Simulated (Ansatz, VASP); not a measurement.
# Al2O3 in VASP and in Ansatz

INCAR

```
SYSTEM = Al2O3
PREC = Accurate
ENCUT = 520
EDIFF = 1E-7
ISMEAR = 0
SIGMA = 0.05
LREAL = .FALSE.
LASPH = .TRUE.
NELM = 80
ALGO = Normal
ISIF = 2
LWAVE = .FALSE.
LCHARG = .FALSE.
GGA = PS
NBANDS = 35
```

KPOINTS

```
regular mesh
0
G
  6 6 6
  0 0 0
```

Contents of POSCAR:

```
Al2O3
1.0
    2.2891336982      1.3216319569      4.7151575915
   -2.2891336982      1.3216319569      4.7151575915
    0.0000000000     -2.6432639137      4.7151575915
Al O
4 6
Direct
    0.8558773135      0.8558773135      0.8558773135
    0.6441226865      0.6441226865      0.6441226865
    0.1441226865      0.1441226865      0.1441226865
    0.3558773135      0.3558773135      0.3558773135
    0.0558571577      0.4441428423      0.7500000000
    0.7500000000      0.0558571577      0.4441428423
    0.4441428423      0.7500000000      0.0558571577
    0.9441428423      0.5558571577      0.2500000000
    0.2500000000      0.9441428423      0.5558571577
    0.5558571577      0.2500000000      0.9441428423
```

Input for Ansatz:

```yaml
crystal:
  lattice:
    - [2.2891336982, 1.3216319569, 4.7151575915]
    - [-2.2891336982, 1.3216319569, 4.7151575915]
    - [0.0, -2.6432639137, 4.7151575915]
  atoms:
    - { symbol: Al, position: [0.8558773135, 0.8558773135, 0.8558773135] }
    - { symbol: Al, position: [0.6441226865, 0.6441226865, 0.6441226865] }
    - { symbol: Al, position: [0.1441226865, 0.1441226865, 0.1441226865] }
    - { symbol: Al, position: [0.3558773135, 0.3558773135, 0.3558773135] }
    - { symbol: O, position: [0.0558571577, 0.4441428423, 0.75] }
    - { symbol: O, position: [0.75, 0.0558571577, 0.4441428423] }
    - { symbol: O, position: [0.4441428423, 0.75, 0.0558571577] }
    - { symbol: O, position: [0.9441428423, 0.5558571577, 0.25] }
    - { symbol: O, position: [0.25, 0.9441428423, 0.5558571577] }
    - { symbol: O, position: [0.5558571577, 0.25, 0.9441428423] }
basis:
  ecutwfc: 520.0
kpoints:
  mp_grid: { grid: [6, 6, 6] }
hamiltonian:
  xc: pbesol
  pseudopotentials: { kind: paw, azcp: { folder: soft_1 } }
scf:
  occupations: { method: gaussian, width: 0.05 }
output:
  forces: true
  stress: true
  eigenvalues: true
```

Alike in both runs: task single point; functional PBEsol; k mesh 6 × 6 × 6; occupations gaussian, width 0.05 eV; no spin polarisation.

|  | VASP | Ansatz |
| --- | --- | --- |
| version | VASP 6.6.1 | Ansatz 0.2.0 |
| potentials or method | VASP PAW PBE potentials, release 64 (Al, O), cutoff 520 eV | scalar-relativistic, plane waves, PAW |
| valence electrons in the cell | 48 | 48 |

|  | VASP | Ansatz | Ansatz less VASP |
| --- | --- | --- | --- |
| gap on the k mesh at the Fermi level (eV) | 5.27 | 5.26 | -0.007 |
| least direct gap on the mesh (eV) | 5.27 | 5.26 | -0.007 |
| pressure (GPa) | 4.7 | 4.5 | -0.19 |
| traceless stress, the component that is largest in VASP (GPa) | -36.22 | -36.04 | +0.184 |
| rms of the force components (eV/Å) | 0.450 | 0.441 | -0.0089 |

VASP's potentials were made for PBE, not for PBEsol, and Ansatz warns of the same on its side. Atom by atom the forces differ by 0.012 eV/Å (rms over components). The functional is the same, so the differences come from potentials, cutoffs and numerics.
